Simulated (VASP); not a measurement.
# Fe (Pm-3n) in VASP: notebook

Fe is run at these levels: RPBE; tasks: single point.

Program: VASP 6.6.1. These are calculated values, not measurements. Logs are shortened: lines on timing, memory, paths and dates and some standing lists are left out, and cuts for length are marked.

### Step 1. The cell of the first run

Symmetry: Pm-3n, No. 223, cubic system. The conventional cell has a = 4.411 Å, b = 4.411 Å, c = 4.411 Å, α = 90.00°, β = 90.00°, γ = 90.00°. Fe (site symmetry m-3) has 12 Fe at 2.47 Å within 3.3 Å. Within 2.9 Å of Fe (site symmetry -4m2) lie 14 Fe at 2.21 to 2.70 Å.

### Step 2. Single point, RPBE

File INCAR:

```
PREC = Accurate ; ENCUT = 520
EDIFF = 1E-6 ; ISMEAR = -1
SIGMA = 0.1 ; LREAL = F
LASPH = T ; NELM = 60
ALGO = Normal ; ISIF = 2
LWAVE = F ; LCHARG = F
GGA = RP ; NBANDS = 42
```

File KPOINTS:

```
Automatic mesh
0
Gamma
  8 8 8
```

File POSCAR:

```
Fe
1.0
    4.4106573258      0.0000000000      0.0000000000
    0.0000000000      4.4106573258      0.0000000000
    0.0000000000      0.0000000000      4.4106573258
Fe
8
Direct
    0.0000000000      1.0000000000      1.0000000000
    0.5000000000      0.5000000000      0.5000000000
    0.2500000000      0.0000000000      0.5000000000
    0.7500000000      0.0000000000      0.5000000000
    0.5000000000      0.2500000000      1.0000000000
    0.5000000000      0.7500000000      1.0000000000
    1.0000000000      0.5000000000      0.2500000000
    1.0000000000      0.5000000000      0.7500000000
```

Potentials or basis: VASP PAW PBE potentials, release 64 (Fe).

Run with:

```console
cat potpaw_PBE.64/Fe/POTCAR > POTCAR
mpirun -np 1 vasp_std > vasp.out
```

OUTCAR:

```text
PREC = Accurate
   ENCUT = 520
   EDIFF = 1E-6
   ISMEAR = -1
   LREAL = F
   LASPH = T
   NELM = 60
   ISIF = 2
   GGA = RP

 ion  position               nearest neighbor table
   1  0.000  0.000  0.000-   3 2.47   4 2.47   5 2.47   6 2.47   7 2.47   8 2.47   3 2.47   4 2.47
                             7 2.47   8 2.47   5 2.47   6 2.47
   2  0.500  0.500  0.500-   3 2.47   4 2.47   5 2.47   6 2.47   7 2.47   8 2.47   5 2.47   6 2.47
                             3 2.47   4 2.47   7 2.47   8 2.47
   3  0.250  0.000  0.500-   4 2.21   4 2.21   1 2.47   1 2.47   2 2.47   2 2.47   8 2.70   5 2.70
                             5 2.70   6 2.70   6 2.70   7 2.70   8 2.70   7 2.70
   4  0.750  0.000  0.500-   3 2.21   3 2.21   1 2.47   1 2.47   2 2.47   2 2.47   8 2.70   5 2.70
                             5 2.70   6 2.70   6 2.70   7 2.70   8 2.70   7 2.70
   5  0.500  0.250  0.000-   6 2.21   6 2.21   1 2.47   2 2.47   2 2.47   1 2.47   8 2.70   4 2.70
                             3 2.70   4 2.70   3 2.70   7 2.70   7 2.70   8 2.70
   6  0.500  0.750  0.000-   5 2.21   5 2.21   1 2.47   2 2.47   2 2.47   1 2.47   8 2.70   4 2.70
                             3 2.70   4 2.70   3 2.70   7 2.70   7 2.70   8 2.70
   7  0.000  0.500  0.250-   8 2.21   8 2.21   1 2.47   2 2.47   1 2.47   2 2.47   3 2.70   4 2.70
                             5 2.70   3 2.70   4 2.70   6 2.70   5 2.70   6 2.70
   8  0.000  0.500  0.750-   7 2.21   7 2.21   1 2.47   2 2.47   1 2.47   2 2.47   3 2.70   4 2.70
                             5 2.70   3 2.70   4 2.70   6 2.70   5 2.70   6 2.70

  LATTYP: Found a simple cubic cell.
 ALAT       =     4.4106573258

  Lattice vectors:

 A1 = (   4.4106573258,   0.0000000000,   0.0000000000)
 A2 = (   0.0000000000,   4.4106573258,   0.0000000000)
 A3 = (   0.0000000000,   0.0000000000,   4.4106573258)

Analysis of symmetry for initial positions (statically):
=====================================================================
 Subroutine PRICEL returns:
 Original cell was already a primitive cell.

 Routine SETGRP: Setting up the symmetry group for a
 simple cubic supercell.

 Subroutine GETGRP returns: Found 48 space group operations
 (whereof 24 operations were pure point group operations)
 out of a pool of 48 trial point group operations.

The static configuration has the point symmetry T_h .
 The point group associated with its full space group is O_h .

Analysis of symmetry for dynamics (positions and initial velocities):
=====================================================================
 Subroutine PRICEL returns:
 Original cell was already a primitive cell.

 Routine SETGRP: Setting up the symmetry group for a
 simple cubic supercell.

 Subroutine GETGRP returns: Found 48 space group operations
 (whereof 24 operations were pure point group operations)
 out of a pool of 48 trial point group operations.

The dynamic configuration has the point symmetry T_h .
 The point group associated with its full space group is O_h .

 Subroutine INISYM returns: Found 48 space group operations
 (whereof 24 operations are pure point group operations),
 and found     1 'primitive' translations

----------------------------------------------------------------------------------------

                                     Primitive cell

  volume of cell :      85.8045

  direct lattice vectors                    reciprocal lattice vectors
     4.410657326  0.000000000  0.000000000     0.226723576  0.000000000  0.000000000
     0.000000000  4.410657326  0.000000000     0.000000000  0.226723576  0.000000000
     0.000000000  0.000000000  4.410657326     0.000000000  0.000000000  0.226723576

  length of vectors
     4.410657326  4.410657326  4.410657326     0.226723576  0.226723576  0.226723576

  position of ions in fractional coordinates (direct lattice)
     0.000000000  0.000000000  0.000000000
     0.500000000  0.500000000  0.500000000
     0.250000000  0.000000000  0.500000000
     0.750000000  0.000000000  0.500000000
     0.500000000  0.250000000  0.000000000
     0.500000000  0.750000000  0.000000000
     0.000000000  0.500000000  0.250000000
     0.000000000  0.500000000  0.750000000

  ion indices of the primitive-cell ions
   primitive index   ion index
                 1           1
                 2           2
                 3           3
                 4           4
                 5           5
                 6           6
                 7           7
                 8           8

----------------------------------------------------------------------------------------

 KPOINTS: Automatic mesh

Automatic generation of k-mesh.
 Grid dimensions read from file:
 generate k-points for:    8    8    8

 Generating k-lattice:

  Cartesian coordinates                     Fractional coordinates (reciprocal lattice)
     0.028340447  0.000000000  0.000000000     0.125000000  0.000000000  0.000000000
     0.000000000  0.028340447  0.000000000     0.000000000  0.125000000  0.000000000
     0.000000000  0.000000000  0.028340447     0.000000000  0.000000000  0.125000000

  Length of vectors
     0.028340447  0.028340447  0.028340447

  Shift w.r.t. Gamma in fractional coordinates (k-lattice)
     0.000000000  0.000000000  0.000000000

 Subroutine IBZKPT returns following result:
 ===========================================

 Found     35 irreducible k-points:

 Following reciprocal coordinates:
            Coordinates               Weight
  0.000000  0.000000  0.000000      1.000000
  0.125000  0.000000  0.000000      6.000000
  0.250000  0.000000  0.000000      6.000000
  0.375000  0.000000  0.000000      6.000000
  0.500000  0.000000  0.000000      3.000000
  0.125000  0.125000  0.000000     12.000000
[... 16 lines left out ...]
  0.375000  0.375000  0.125000     24.000000
  0.500000  0.375000  0.125000     24.000000
 [... further k-points ...]
   k-points           NKPTS =     35   k-points in BZ     NKDIM =     35   number of bands    NBANDS=     42
   number of dos      NEDOS =    301   number of ions     NIONS =      8
   total plane-waves  NPLWV =  46656
   dimension x,y,z NGX =    36 NGY =   36 NGZ =   36
   dimension x,y,z NGXF=    72 NGYF=   72 NGZF=   72
   ions per type =               8
   NGX,Y,Z   is equivalent  to a cutoff of  13.57, 13.57, 13.57 a.u.
   NGXF,Y,Z  is equivalent  to a cutoff of  27.14, 27.14, 27.14 a.u.
 SYSTEM =  unknown system
   PREC   = accura    normal or accurate (medium, high low for compatibility)
   ISTART =      0    job   : 0-new  1-cont  2-samecut
   ICHARG =      2    charge: 1-file 2-atom 10-const
   ISPIN  =      1    spin polarized calculation?
   LNONCOLLINEAR =      F non collinear calculations
   LSORBIT =      F    spin-orbit coupling
   LASPH  =      T    aspherical Exc in radial PAW
   ENCUT  =  520.0 eV  38.22 Ry    6.18 a.u.   8.20  8.20  8.20*2*pi/ulx,y,z
   NELM   =     60;   NELMIN=  2; NELMDL= -5     # of ELM steps
   EDIFF  = 0.1E-05   stopping-criterion for ELM
   LREAL  =      F    real-space projection
   EDIFFG = 0.1E-04   stopping-criterion for IOM
   NSW    =      0    number of steps for IOM
   IBRION =     -1    ionic relax: 0-MD 1-quasi-New 2-CG
   NFREE  =      0    steps in history (QN), initial steepest desc. (CG)
   ISIF   =      2    stress and relaxation
   ISYM   =      2    0-nonsym 1-usesym 2-fastsym
   POTIM  = 0.5000    time-step for ionic-motion
   TEBEG  =    0.0;   TEEND  =   0.0 temperature during run
   PSTRESS=    0.0 pullay stress
   NELECT =      64.0000    total number of electrons
   NUPDOWN=      -1.0000    fix difference up-down
   EMIN   =  10.00;   EMAX   =-10.00  energy-range for DOS
   EFERMI =   0.00;   METHOD = LEGACY
   ISMEAR =    -1;   SIGMA  =   0.10  broadening in eV -4-tet -1-fermi 0-gaus
   EFERMI_NEDOS =   21; number of points for ismear=-14 and -15
   IALGO  =     38    algorithm
   IMIX   =      4    mixing-type and parameters
     AMIX     =   0.40;   BMIX     =  1.00
     AMIX_MAG =   1.60;   BMIX_MAG =  1.00
  volume/ion in A,a.u.               =      10.73        72.38
  Fermi-wavevector in a.u.,A,eV,Ry     =   1.484675  2.805630 29.990791  2.204261
  Thomas-Fermi vector in A             =   2.598182
   LORBIT       =      0    0 simple, 1 ext, 2 COOP (PROOUT), +10 PAW based schemes
   GGA     = RP    functional components
   LHFCALC =     F    Hartree Fock is set to
   AEXX    =    0.0000 exact exchange contribution
   IVDW    =     0    specifies the selected vdW correction
   LEPSILON=     F    determine dielectric tensor
   LRPA    =     F    only Hartree local field effects (RPA)
 non-spin polarized calculation
  energy-cutoff  :      520.00
  volume of cell :       85.80
 maximum number of plane-waves:      2360
 NGX is ok and might be reduce to    36
   NGX = 17   NGY = 17   NGZ = 17

 number of electron      64.0000020 magnetization

 Free energy of the ion-electron system (eV)
  ---------------------------------------------------
  ext. energy  EPLUGINS =         0.00000000
  ---------------------------------------------------
  free energy    TOTEN  =       -59.20148469 eV

  energy without entropy =      -58.58142288  energy(sigma->0) =      -58.89145379

 E-fermi :   6.6074     XC(G=0): -13.3933

 val. band max:        6.6048433938   @ k =   0.5000   0.5000   0.0000
 cond. band min:       6.6116433000   @ k =   0.3750   0.2500   0.1250
 fundamental gap:      0.0067999062
 Fermi energy:         6.6074126520

 k-point     1 :       0.0000    0.0000    0.0000
  band No.  band energies     occupation
      1      -2.1331      2.00000
      2       1.8538      2.00000
      3       1.8538      2.00000
      4       2.6037      2.00000
      5       2.8202      2.00000
      6       2.8202      2.00000
[... 34 lines left out ...]
     41       7.4224      0.00058
     42       9.0003      0.00000

 k-point     2 :       0.1250    0.0000    0.0000
  band No.  band energies     occupation
      1      -1.9983      2.00000
      2       1.7637      2.00000
      3       1.9448      2.00000
      4       2.3349      2.00000
      5       2.7988      2.00000
      6       2.7988      2.00000
[... 979 lines left out ...]
     41       7.4065      0.00068
     42       7.5047      0.00025

 k-point    24 :       0.5000    0.3750    0.1250
  band No.  band energies     occupation
      1       0.8280      2.00000
      2       0.8611      2.00000
      3       1.7968      2.00000
      4       1.9537      2.00000
      5       2.3369      2.00000
      6       2.3844      2.00000
[... 34 lines left out ...]
     41       7.3623      0.00105
     42       7.6793      0.00004

 [... further k-points ...]
[... 5 lines left out ...]
  --------------------------------------------------------------------------------------
  -------------------------------------------------------------------------------------
  Total       -0.3327887     -0.3327887     -0.3327887     -0.0000000     -0.0000000      0.0000000
  in kB       -6.2139700     -6.2139700     -6.2139700     -0.0000000     -0.0000000      0.0000000
  external PRESSURE =      -6.2139700 kB  Pullay stress =       0.0000000 kB

 VOLUME and BASIS-vectors are now :
 -----------------------------------------------------------------------------
  energy-cutoff  :      520.00
  volume of cell :       85.80
      direct lattice vectors                 reciprocal lattice vectors
     4.410657326  0.000000000  0.000000000     0.226723576  0.000000000  0.000000000
     0.000000000  4.410657326  0.000000000     0.000000000  0.226723576  0.000000000
     0.000000000  0.000000000  4.410657326     0.000000000  0.000000000  0.226723576

 POSITION                                       TOTAL-FORCE (eV/Angst)
 -----------------------------------------------------------------------------------
      0.00000      0.00000      0.00000        -0.000000     -0.000000     -0.000000
      2.20533      2.20533      2.20533        -0.000000     -0.000000     -0.000000
      1.10266      0.00000      2.20533         0.000000      0.000000     -0.000000
      3.30799      0.00000      2.20533        -0.000000     -0.000000      0.000000
      2.20533      1.10266      0.00000         0.000000     -0.000000      0.000000
      2.20533      3.30799      0.00000        -0.000000      0.000000     -0.000000
      0.00000      2.20533      1.10266        -0.000000     -0.000000     -0.000000
      0.00000      2.20533      3.30799        -0.000000     -0.000000      0.000000
 -----------------------------------------------------------------------------------
    total drift:                                0.000000      0.000000     -0.000000

  FREE ENERGIE OF THE ION-ELECTRON SYSTEM (eV)
  ---------------------------------------------------
  free  energy   TOTEN  =       -59.2014846943 eV

  energy  without entropy=      -58.5814228801  energy(sigma->0) =      -58.89145379
```

It took 2.7 min on 1 thread of Intel Xeon 6975P-C, shared host; peak memory 0.24 GiB.

What came out:

```
Free energy            : -59.2015 eV
Pressure               : -0.6 GPa
Band gap on the k mesh : zero (band 32 reaches 6.97 eV, above the bottom of band 33 at 6.44 eV)
```

Levels at points of the mesh, in eV from the Fermi level:
| k point | band 28 | band 29 | band 30 | band 31 | band 32 | band 33 | band 34 | band 35 | band 36 | band 37 |
| --- | --- | --- | --- | --- | --- | --- | --- | --- | --- | --- |
| (0.00, 0.00, 0.00) | -0.46 | -0.33 | -0.33 | -0.33 | -0.17 | -0.17 | 0.19 | 0.19 | 0.54 | 0.54 |
| (0.50, 0.00, 0.00) | -0.77 | -0.61 | -0.61 | -0.13 | -0.13 | 0.25 | 0.25 | 0.27 | 0.27 | 0.36 |
| (0.50, 0.50, 0.00) | -0.54 | -0.28 | -0.11 | -0.11 | 0.00 | 0.00 | 0.04 | 0.30 | 0.30 | 0.44 |
| (0.50, 0.50, 0.50) | -0.57 | -0.57 | -0.57 | 0.36 | 0.36 | 0.36 | 0.36 | 0.36 | 0.36 | 0.47 |

Caveat: the PAW data sets were made with another functional, which shifts forces and pressure a little; the run has no spin polarisation, though such a crystal can be magnetic. Spin polarisation is off, so any magnetic state and its effect on volume and gap are missing.

### Step 3. Single point, RPBE, collinear spin, ferromagnetic start

This run uses another cell than the first one, of 12.26 Å³/atom, 1.143 times its volume.

File INCAR:

```
SYSTEM = Fe
ALGO = Normal
EDIFF = 1E-7
ENCUT = 520
GGA = RP
ISIF = 2
ISMEAR = -1
ISPIN = 2
LASPH = .True.
LCHARG = .False.
LMAXMIX = 4
LORBIT = 11
LREAL = .False.
LWAVE = .False.
MAGMOM = 2.572 2.572 2.522 2.522 2.522 2.522 2.522 2.522
NBANDS = 46
NELM = 150
PREC = Accurate
SIGMA = 0.05
```

File KPOINTS:

```
k-points
0
Gamma
  7 7 7
  0 0 0
```

File POSCAR:

```
Fe
1.0
    4.6119602615      0.0000000000      0.0000000000
    0.0000000000      4.6119602615      0.0000000000
    0.0000000000      0.0000000000      4.6119602615
Fe
8
Direct
    1.0000000000      0.0000000000      0.0000000000
    0.5000000000      0.5000000000      0.5000000000
    0.2500000000      0.0000000000      0.5000000000
    0.7500000000      1.0000000000      0.5000000000
    0.5000000000      0.2500000000      1.0000000000
    0.5000000000      0.7500000000      0.0000000000
    0.0000000000      0.5000000000      0.2500000000
    0.0000000000      0.5000000000      0.7500000000
```

Potentials or basis: VASP PAW PBE potentials, release 64 (Fe).

Run with:

```console
cat potpaw_PBE.64/Fe/POTCAR > POTCAR
mpirun -np 1 vasp_std > vasp.out
```

It took 8.7 min on 1 thread of Oxide Virtual Turin-like, shared host; peak memory 0.27 GiB.

The run converged. Its results:

* Free energy: -61.4718 eV
* Pressure: -0.1 GPa
* Band gap on the k mesh: zero (filled and empty bands overlap)
* Net moment: 20.00 μB per cell
* Site moments: Fe +2.50, +2.51 μB
* Valence electrons inside the program's atomic spheres: Fe 7.14

Levels at points of the mesh, in eV from the Fermi level:
Spin up:
```csv
k point,band 39,band 40,band 41,band 42,band 43,band 44,band 45,band 46
"(0.00, 0.00, 0.00)",-0.50,-0.50,-0.50,1.44,1.44,1.44,2.95,2.95
```
Spin down:
```
           k point  band 19  band 20  band 21  band 22  band 23  band 24  band 25  band 26
(0.00, 0.00, 0.00)    -1.04    -0.61    -0.32    -0.32     0.39     0.39     0.39     1.27
```

Caveat: the PAW data sets were made with another functional, which shifts forces and pressure a little.
